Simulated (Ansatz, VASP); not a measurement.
**C in VASP and in Ansatz**

```
C
1.0
     0.00000    1.86915    1.69113
     1.86915    0.00000    1.69113
     1.86915    1.86915    0.00000
C
2
Direct
  0.50000 0.50000 0.50000
  0.75000 0.75000 0.75000
```

Change from the starting cell: strain +0.050 along x and y, -0.050 along z, atoms carried along.

Alike in both runs: task single point; functional r2SCAN; k mesh 12 × 12 × 12; occupations gaussian, width 0.05 eV; no spin polarisation.

|  | VASP | Ansatz |
| --- | --- | --- |
| version | VASP 6.6.1 | Ansatz 0.2.0 |
| potentials or method | VASP PAW PBE potentials, release 64 (C), cutoff 520 eV | scalar-relativistic, plane waves, PAW |
| valence electrons in the cell | 8 | 8 |

|  | VASP | Ansatz | Ansatz less VASP |
| --- | --- | --- | --- |
| gap on the k mesh at the Fermi level (eV) | 1.78 | 1.80 | +0.027 |
| least direct gap on the mesh (eV) | 4.03 | 4.07 | +0.041 |
| pressure (GPa) | -17.8 | -18.8 | -0.94 |
| traceless stress, the component that is largest in VASP (GPa) | 56.09 | 56.18 | +0.085 |

VASP's potentials were made for PBE, not for r2SCAN.
